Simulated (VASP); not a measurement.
# CaZr8Sc7 (a cell with a defect) in VASP: relaxation of the atoms with r2SCAN

Aim: the relaxation of the atoms of CaZr8Sc7 (a cell with a defect) with r2SCAN.

All numbers are computed with VASP 6.6.1; they aren't measurements. Logs are shortened: lines on timing, memory, paths and dates and some standing lists are left out, and cuts for length are marked.

## Step 1: The cell of the first run

The cell holds a defect, 16 atoms: a = 6.566 Å, b = 6.566 Å, c = 10.310 Å, α = 90.00°, β = 90.00°, γ = 120.00°.

## Step 2: Relaxation of the atoms, r2SCAN

The input, POSCAR:

```
CaZr8Sc7
1.0
    6.5656982716     -0.0000057735      0.0000000000
   -3.2828441358      5.6860643836      0.0000000000
    0.0000000000      0.0000000000     10.3100200000
Zr Ca Sc
8 1 7
Direct
    0.3333333333      0.1666666667      0.0000000000
    0.3333333333      0.1666666667      0.5000000000
    0.3333333333      0.6666666667      0.0000000000
    0.3333333333      0.6666666667      0.5000000000
    0.8333333333      0.1666666667      0.0000000000
    0.8333333333      0.1666666667      0.5000000000
    0.8333333333      0.6666666667      0.0000000000
    0.8333333333      0.6666666667      0.5000000000
    0.0000000000      0.0000000000      0.2500000000
    0.0000000000      0.0000000000      0.7500000000
    0.0000000000      0.5000000000      0.2500000000
    0.0000000000      0.5000000000      0.7500000000
    0.5000000000      0.0000000000      0.2500000000
    0.5000000000      0.0000000000      0.7500000000
    0.5000000000      0.5000000000      0.2500000000
    0.5000000000      0.5000000000      0.7500000000
```

The input, INCAR.step1:

```
PREC = Accurate
ENCUT = 500
ISMEAR = -1
SIGMA = 0.1
LREAL = False
LASPH = True
NELM = 120
GGA = PE
ALGO = Normal
EDIFF = 1E-5
LWAVE = True
LCHARG = False
GGA_COMPAT = False
IBRION = 2
EDIFFG = -0.01
NELMIN = 4
NSW = 100
KPAR = 4
```

The input, INCAR.step2:

```
PREC = Accurate
ENCUT = 500
EDIFF = 1E-7
ISMEAR = -1
SIGMA = 0.1
LREAL = False
LASPH = True
NELM = 120
ALGO = Normal
ISIF = 2
LWAVE = False
LCHARG = False
METAGGA = R2SCAN
LMIXTAU = True
IBRION = 2
NSW = 45
EDIFFG = -0.03
ISTART = 1
GGA_COMPAT = False
NELMIN = 4
KPAR = 4
```

The input, KPOINTS:

```
regular mesh
0
Gamma
  3 3 2
```

Potentials or basis: VASP PAW PBE potentials, release 64 (Zr_sv, Ca_sv, Sc_sv).

Launch:

```console
$ cat potpaw_PBE.64/Zr_sv/POTCAR potpaw_PBE.64/Ca_sv/POTCAR potpaw_PBE.64/Sc_sv/POTCAR > POTCAR
$ cp INCAR.step1 INCAR
$ mpirun -np 4 vasp_std > vasp.out
$ cp INCAR.step2 INCAR
$ mpirun -np 4 vasp_std > vasp.out
```

OUTCAR:

```text
PREC = Accurate
   ENCUT = 500
   EDIFF = 1E-7
   ISMEAR = -1
   LREAL = False
   LASPH = True
   NELM = 120
   ISIF = 2
   METAGGA = R2SCAN
   IBRION = 2
   NSW = 45
   EDIFFG = -0.03
   ISTART = 1
   NELMIN = 4

 ion  position               nearest neighbor table
   1  0.333  0.167  0.000-   9 3.20  10 3.20  15 3.20  16 3.20  13 3.20  14 3.20   5 3.28   5 3.28
                             3 3.28   3 3.28   7 3.28   7 3.28
   2  0.333  0.167  0.500-   9 3.20  10 3.20  15 3.20  16 3.20  13 3.20  14 3.20   6 3.28   6 3.28
                             4 3.28   4 3.28   8 3.28   8 3.28
   3  0.333  0.667  0.000-  11 3.20  12 3.20  13 3.20  14 3.20  15 3.20  16 3.20   7 3.28   7 3.28
                             1 3.28   1 3.28   5 3.28   5 3.28
   4  0.333  0.667  0.500-  11 3.20  12 3.20  13 3.20  14 3.20  15 3.20  16 3.20   8 3.28   8 3.28
                             2 3.28   2 3.28   6 3.28   6 3.28
   5  0.833  0.167  0.000-  13 3.20  14 3.20  11 3.20  12 3.20   9 3.20  10 3.20   1 3.28   1 3.28
                             7 3.28   7 3.28   3 3.28   3 3.28
   6  0.833  0.167  0.500-  13 3.20  14 3.20  11 3.20  12 3.20   9 3.20  10 3.20   2 3.28   2 3.28
                             8 3.28   8 3.28   4 3.28   4 3.28
   7  0.833  0.667  0.000-  15 3.20  16 3.20   9 3.20  10 3.20  11 3.20  12 3.20   3 3.28   3 3.28
                             5 3.28   5 3.28   1 3.28   1 3.28
   8  0.833  0.667  0.500-  15 3.20  16 3.20   9 3.20  10 3.20  11 3.20  12 3.20   4 3.28   4 3.28
                             6 3.28   6 3.28   2 3.28   2 3.28
   9  0.000  0.000  0.250-   1 3.20   2 3.20   7 3.20   8 3.20   5 3.20   6 3.20  13 3.28  13 3.28
                            11 3.28  11 3.28  15 3.28  15 3.28
  10  0.000  0.000  0.750-   1 3.20   2 3.20   7 3.20   8 3.20   5 3.20   6 3.20  14 3.28  14 3.28
                            12 3.28  12 3.28  16 3.28  16 3.28
  11  0.000  0.500  0.250-   3 3.20   4 3.20   5 3.20   6 3.20   7 3.20   8 3.20  15 3.28  15 3.28
                             9 3.28   9 3.28  13 3.28  13 3.28
  12  0.000  0.500  0.750-   3 3.20   4 3.20   5 3.20   6 3.20   7 3.20   8 3.20  16 3.28  16 3.28
                            10 3.28  10 3.28  14 3.28  14 3.28
  13  0.500  0.000  0.250-   5 3.20   6 3.20   3 3.20   4 3.20   1 3.20   2 3.20   9 3.28   9 3.28
                            15 3.28  15 3.28  11 3.28  11 3.28
  14  0.500  0.000  0.750-   5 3.20   6 3.20   3 3.20   4 3.20   1 3.20   2 3.20  10 3.28  10 3.28
                            16 3.28  16 3.28  12 3.28  12 3.28
  15  0.500  0.500  0.250-   7 3.20   8 3.20   1 3.20   2 3.20   3 3.20   4 3.20  11 3.28  11 3.28
                            13 3.28  13 3.28   9 3.28   9 3.28
  16  0.500  0.500  0.750-   7 3.20   8 3.20   1 3.20   2 3.20   3 3.20   4 3.20  12 3.28  12 3.28
                            14 3.28  14 3.28  10 3.28  10 3.28

  LATTYP: Found a hexagonal cell.
 ALAT       =     6.5656982716
 C/A-ratio  =     1.5702853792

  Lattice vectors:

 A1 = (   6.5656982716,  -0.0000057735,   0.0000000000)
 A2 = (  -3.2828441358,   5.6860643836,   0.0000000000)
 A3 = (   0.0000000000,   0.0000000000,  10.3100200000)

Analysis of symmetry for initial positions (statically):
=====================================================================
 Subroutine PRICEL returns:
 Original cell was already a primitive cell.

 Routine SETGRP: Setting up the symmetry group for a
 hexagonal supercell.

 Subroutine GETGRP returns: Found 12 space group operations
 (whereof  6 operations were pure point group operations)
 out of a pool of 24 trial point group operations.

The static configuration has the point symmetry C_3v.
 The point group associated with its full space group is D_3h.

Analysis of symmetry for dynamics (positions and initial velocities):
=====================================================================
 Subroutine PRICEL returns:
 Original cell was already a primitive cell.

 Routine SETGRP: Setting up the symmetry group for a
 hexagonal supercell.

 Subroutine GETGRP returns: Found 12 space group operations
 (whereof  6 operations were pure point group operations)
 out of a pool of 24 trial point group operations.

The dynamic configuration has the point symmetry C_3v.
 The point group associated with its full space group is D_3h.

 Subroutine INISYM returns: Found 12 space group operations
 (whereof  6 operations are pure point group operations),
 and found     1 'primitive' translations

----------------------------------------------------------------------------------------

                                     Primitive cell

  volume of cell :     384.9036

  direct lattice vectors                    reciprocal lattice vectors
     6.565698272 -0.000005773  0.000000000     0.152306802  0.087934195  0.000000000
    -3.282844136  5.686064384  0.000000000     0.000000155  0.175868657  0.000000000
     0.000000000  0.000000000 10.310020000     0.000000000  0.000000000  0.096993022

  length of vectors
     6.565698272  6.565698272 10.310020000     0.175868657  0.175868657  0.096993022

  position of ions in fractional coordinates (direct lattice)
     0.333333333  0.166666667  0.000000000
     0.333333333  0.166666667  0.500000000
     0.333333333  0.666666667  0.000000000
     0.333333333  0.666666667  0.500000000
     0.833333333  0.166666667  0.000000000
     0.833333333  0.166666667  0.500000000
[... 8 lines left out ...]
     0.500000000  0.500000000  0.250000000
     0.500000000  0.500000000  0.750000000

  ion indices of the primitive-cell ions
   primitive index   ion index
                 1           1
                 2           2
                 3           3
                 4           4
                 5           5
                 6           6
[... 8 lines left out ...]
                15          15
                16          16

----------------------------------------------------------------------------------------

 KPOINTS: regular mesh

Automatic generation of k-mesh.
 Grid dimensions read from file:
 generate k-points for:    3    3    2

 Generating k-lattice:

  Cartesian coordinates                     Fractional coordinates (reciprocal lattice)
     0.050768934  0.029311398  0.000000000     0.333333333  0.000000000  0.000000000
     0.000000052  0.058622886  0.000000000     0.000000000  0.333333333  0.000000000
     0.000000000  0.000000000  0.048496511     0.000000000  0.000000000  0.500000000

  Length of vectors
     0.058622886  0.058622886  0.048496511

  Shift w.r.t. Gamma in fractional coordinates (k-lattice)
     0.000000000  0.000000000  0.000000000

 Subroutine IBZKPT returns following result:
 ===========================================

 Found      6 irreducible k-points:

 Following reciprocal coordinates:
            Coordinates               Weight
  0.000000  0.000000  0.000000      1.000000
  0.333333  0.000000  0.000000      6.000000
  0.333333  0.333333  0.000000      2.000000
  0.000000  0.000000  0.500000      1.000000
  0.333333  0.000000  0.500000      6.000000
  0.333333  0.333333  0.500000      2.000000
   k-points           NKPTS =      6   k-points in BZ     NKDIM =      6   number of bands    NBANDS=    109
   number of dos      NEDOS =    301   number of ions     NIONS =     16
   total plane-waves  NPLWV = 184320
   dimension x,y,z NGX =    48 NGY =   48 NGZ =   80
   dimension x,y,z NGXF=    96 NGYF=   96 NGZF=  160
   ions per type =               8   1   7
   NGX,Y,Z   is equivalent  to a cutoff of  12.15, 12.15, 12.90 a.u.
   NGXF,Y,Z  is equivalent  to a cutoff of  24.31, 24.31, 25.80 a.u.
 SYSTEM =  unknown system
   PREC   = accura    normal or accurate (medium, high low for compatibility)
   ISTART =      1    job   : 0-new  1-cont  2-samecut
   ICHARG =      0    charge: 1-file 2-atom 10-const
   ISPIN  =      1    spin polarized calculation?
   LNONCOLLINEAR =      F non collinear calculations
   LSORBIT =      F    spin-orbit coupling
   LASPH  =      T    aspherical Exc in radial PAW
   ENCUT  =  500.0 eV  36.75 Ry    6.06 a.u.  11.97 11.97 18.80*2*pi/ulx,y,z
   NELM   =    120;   NELMIN=  4; NELMDL=  0     # of ELM steps
   EDIFF  = 0.1E-06   stopping-criterion for ELM
   LREAL  =      F    real-space projection
   EDIFFG = -.3E-01   stopping-criterion for IOM
   NSW    =     45    number of steps for IOM
   IBRION =      2    ionic relax: 0-MD 1-quasi-New 2-CG
   NFREE  =      1    steps in history (QN), initial steepest desc. (CG)
   ISIF   =      2    stress and relaxation
   ISYM   =      2    0-nonsym 1-usesym 2-fastsym
   POTIM  = 0.5000    time-step for ionic-motion
   TEBEG  =    0.0;   TEEND  =   0.0 temperature during run
   PSTRESS=    0.0 pullay stress
   NELECT =     183.0000    total number of electrons
   NUPDOWN=      -1.0000    fix difference up-down
   EMIN   =  10.00;   EMAX   =-10.00  energy-range for DOS
   EFERMI =   0.00;   METHOD = LEGACY
   ISMEAR =    -1;   SIGMA  =   0.10  broadening in eV -4-tet -1-fermi 0-gaus
   EFERMI_NEDOS =   21; number of points for ismear=-14 and -15
   IALGO  =     38    algorithm
   IMIX   =      4    mixing-type and parameters
     AMIX     =   0.40;   BMIX     =  1.00
     AMIX_MAG =   1.60;   BMIX_MAG =  1.00
  volume/ion in A,a.u.               =      24.06       162.34
  Fermi-wavevector in a.u.,A,eV,Ry     =   1.277736  2.414571 22.213005  1.632610
  Thomas-Fermi vector in A             =   2.410319
   LORBIT       =      0    0 simple, 1 ext, 2 COOP (PROOUT), +10 PAW based schemes
   METAGGA = R2SCAN    functional components
   LHFCALC =     F    Hartree Fock is set to
   AEXX    =    0.0000 exact exchange contribution
   IVDW    =     0    specifies the selected vdW correction
   LEPSILON=     F    determine dielectric tensor
   LRPA    =     F    only Hartree local field effects (RPA)
 conjugate gradient relaxation of ions
 non-spin polarized calculation
  energy-cutoff  :      500.00
  volume of cell :      384.90
 maximum number of plane-waves:      9786
 NGX is ok and might be reduce to    48
   NGX = 23   NGY = 23   NGZ = 37

--------------------------------------- Ionic step        1  -------------------------------------------

 number of electron     183.0000003 magnetization

 Free energy of the ion-electron system (eV)
  ---------------------------------------------------
  ext. energy  EPLUGINS =         0.00000000
  ---------------------------------------------------
  free energy    TOTEN  =      -267.57432437 eV

  energy without entropy =     -266.87724991  energy(sigma->0) =     -267.22578714

------------------------ aborting loop because EDIFF is reached ----------------------------------------

  FORCE on cell =-STRESS in cart. coord.  units (eV):
  Direction    XX          YY          ZZ          XY          YZ          ZX
  --------------------------------------------------------------------------------------
  -------------------------------------------------------------------------------------
  Total        2.2688341      2.2688341      4.1086880      0.0000000      0.0000000      0.0000000
  in kB        9.4441166      9.4441166     17.1025854      0.0000000      0.0000000      0.0000000
  external PRESSURE =      11.9969395 kB  Pullay stress =       0.0000000 kB
[... 185 lines left out ...]
  energy  without entropy=     -266.9758385425  energy(sigma->0) =     -267.32340706

--------------------------------------- Ionic step        5  -------------------------------------------

 number of electron     183.0000003 magnetization

 Free energy of the ion-electron system (eV)
  ---------------------------------------------------
  ext. energy  EPLUGINS =         0.00000000
  ---------------------------------------------------
  free energy    TOTEN  =      -267.67225397 eV

  energy without entropy =     -266.97804673  energy(sigma->0) =     -267.32515035

 E-fermi :   6.1881     XC(G=0): -11.2254

 val. band max:        6.1426801037   @ k =   0.3333   0.3333   0.5000
 cond. band min:       6.2019952357   @ k =   0.3333   0.0000   0.0000
 fundamental gap:      0.0593151321
 Fermi energy:         6.1880805375

 k-point     1 :       0.0000    0.0000    0.0000
  band No.  band energies     occupation
      1     -45.2596      2.00000
      2     -45.2295      2.00000
      3     -45.2295      2.00000
      4     -45.1257      2.00000
      5     -45.0858      2.00000
      6     -45.0660      2.00000
[... 625 lines left out ...]
    102       7.2258      0.00006
    103       7.2897      0.00003
 [bands above 103 left out]

------------------------ aborting loop because EDIFF is reached ----------------------------------------

  FORCE on cell =-STRESS in cart. coord.  units (eV):
  Direction    XX          YY          ZZ          XY          YZ          ZX
  --------------------------------------------------------------------------------------
  -------------------------------------------------------------------------------------
  Total        2.5544016      2.5544016      4.4340250      0.0000000      0.0000000      0.0000000
  in kB       10.6328032     10.6328032     18.4568140      0.0000000      0.0000000      0.0000000
  external PRESSURE =      13.2408068 kB  Pullay stress =       0.0000000 kB
[... 31 lines left out ...]
  FREE ENERGIE OF THE ION-ELECTRON SYSTEM (eV)
  ---------------------------------------------------
  free  energy   TOTEN  =      -267.6722539700 eV

  energy  without entropy=     -266.9780467347  energy(sigma->0) =     -267.32515035

 reached required accuracy - stopping structural energy minimisation
```

It took 31 min on 4 MPI ranks of AMD EPYC 9R45 (Zen 5), shared host; peak memory 0.65 GiB.

Results:

```
Free energy                  : -267.6723 eV
Energy gained by relaxing    : 6.1 meV/atom
Ionic steps                  : 5
Pressure after relaxing      : 1.3 GPa
Largest force after relaxing : 0.022 eV/Å
Band gap on the k mesh       : zero (an odd number of electrons rules out a gap without spin polarisation)
```

Forces on the atoms (eV/Å):
```
Zr  -0.016 -0.009 -0.010
Zr  -0.016 -0.009  0.010
Zr   0.000  0.000  0.001
Zr   0.000  0.000 -0.001
Zr   0.016 -0.009 -0.010
Zr   0.016 -0.009  0.010
Zr   0.000  0.019 -0.010
Zr   0.000  0.019  0.010
Ca   0.000  0.000  0.000
Sc   0.000  0.000  0.000
Sc   0.009  0.005  0.000
Sc  -0.006 -0.004  0.000
Sc   0.000 -0.011  0.000
Sc   0.000  0.007  0.000
Sc  -0.009  0.005  0.000
Sc   0.006 -0.004  0.000
```

Stress tensor (GPa, compression positive):
```
1.06 0.00 0.00
0.00 1.06 0.00
0.00 0.00 1.85
```

Step by step:
```
step  energy change (eV)  largest force (eV/Å)  pressure (GPa)
   1              0.0000                0.4359            1.20
   2             -0.0475                0.3084            1.21
   3             -0.0927                0.1148            1.32
   4             -0.0967                0.0550            1.32
   5             -0.0979                0.0215            1.32
```

Final structure:
```
Zr Ca Sc
1.0
     6.56570   -0.00001    0.00000
    -3.28284    5.68606    0.00000
     0.00000    0.00000   10.31002
Zr Ca Sc
8 1 7
Cartesian
  1.6762 0.9677 10.2459
  1.6762 0.9677 5.2191
  0.0000 3.7907 10.3015
  0.0000 3.7907 5.1635
  4.8895 0.9677 10.2459
  4.8895 0.9677 5.2191
  3.2829 3.7506 10.2459
  3.2829 3.7506 5.2191
  0.0000 0.0000 2.5775
  0.0000 0.0000 7.7325
  4.9232 2.8424 2.5775
  -1.6370 2.8456 7.7325
  3.2828 0.0013 2.5775
  0.0000 5.6809 7.7325
  1.6425 2.8424 2.5775
  1.6370 2.8456 7.7325
```

Caveat: the k points lie up to 0.37 Å⁻¹ apart, too coarse for converged energies and pressures of a metal; the PAW data sets were made with another functional, which shifts forces and pressure a little.

The gap in the log of VASP goes by the Fermi energy; the results here count the filled bands.